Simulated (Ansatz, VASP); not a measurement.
Mg2CdSe3 in VASP and in Ansatz

Contents of INCAR:

```
PREC = Accurate
ENCUT = 520
EDIFF = 1E-6
ISMEAR = 0
SIGMA = 0.1
LREAL = False
LASPH = True
NELM = 80
ALGO = Normal
ISIF = 2
LWAVE = False
LCHARG = False
GGA = PE
NBANDS = 26
```

The input KPOINTS:

```
regular mesh
0
Gamma
  6 6 6
```

POSCAR

```
Mg2CdSe3
1.0
   -1.9776513000      1.9776513000      8.4024623000
    1.9776513000     -1.9776513000      8.4024623000
    1.9776513000      1.9776513000     -8.4024623000
Mg Cd Se
2 1 3
Direct
    0.6668930000      0.6668930000      0.0000000000
    0.3331070000      0.3331070000      0.0000000000
    0.0000000000      0.0000000000      0.0000000000
    0.8304310000      0.8304310000      0.0000000000
    0.5000000000      0.5000000000      0.0000000000
    0.1695690000      0.1695690000      0.0000000000
```

Input for Ansatz:

```yaml
crystal:
  lattice:
    - [-1.9776513, 1.9776513, 8.4024623]
    - [1.9776513, -1.9776513, 8.4024623]
    - [1.9776513, 1.9776513, -8.4024623]
  atoms:
    - { symbol: Mg, position: [0.666893, 0.666893, 0.0] }
    - { symbol: Mg, position: [0.333107, 0.333107, 0.0] }
    - { symbol: Cd, position: [0.0, 0.0, 0.0] }
    - { symbol: Se, position: [0.830431, 0.830431, 0.0] }
    - { symbol: Se, position: [0.5, 0.5, 0.0] }
    - { symbol: Se, position: [0.169569, 0.169569, 0.0] }
basis:
  ecutwfc: 420
kpoints:
  mp_grid: { grid: [6, 6, 6] }
hamiltonian:
  xc: pbe
scf:
  occupations: { method: gaussian, width: 0.1 }
  lower_state_search: "off"
output:
  forces: true
  stress: true
  eigenvalues: true
```

Alike in both runs: task single point; functional PBE; k mesh 6 × 6 × 6; occupations gaussian, width 0.1 eV; no spin polarisation.

|  | VASP | Ansatz |
| --- | --- | --- |
| version | VASP 6.6.1 | Ansatz 0.2.0 |
| potentials or method | VASP PAW PBE potentials, release 64 (Mg, Cd, Se), cutoff 520 eV | scalar-relativistic, plane waves, PAW |
| valence electrons in the cell | 34 | 88 |

VASP gave:

```
gap on the k mesh at the Fermi level (eV)                     : 0.59
least direct gap on the mesh (eV)                             : 1.24
pressure (GPa)                                                : 0.1
traceless stress, the component that is largest in VASP (GPa) : -0.05
rms of the force components (eV/Å)                            : 0.007
```

Task: What did Ansatz give for the same quantities?

Result: gap on the k mesh at the Fermi level (eV): 0.60; least direct gap on the mesh (eV): 1.25; pressure (GPa): 0.0; traceless stress, the component that is largest in VASP (GPa): -0.04; rms of the force components (eV/Å): 0.000.

Atom by atom the forces differ by 0.007 eV/Å (rms over components). The functional is the same, so the differences come from potentials, cutoffs and numerics. VASP's potentials hold 34 valence electrons a cell and Ansatz's 88, so a difference there can come from the potentials and not from the codes.
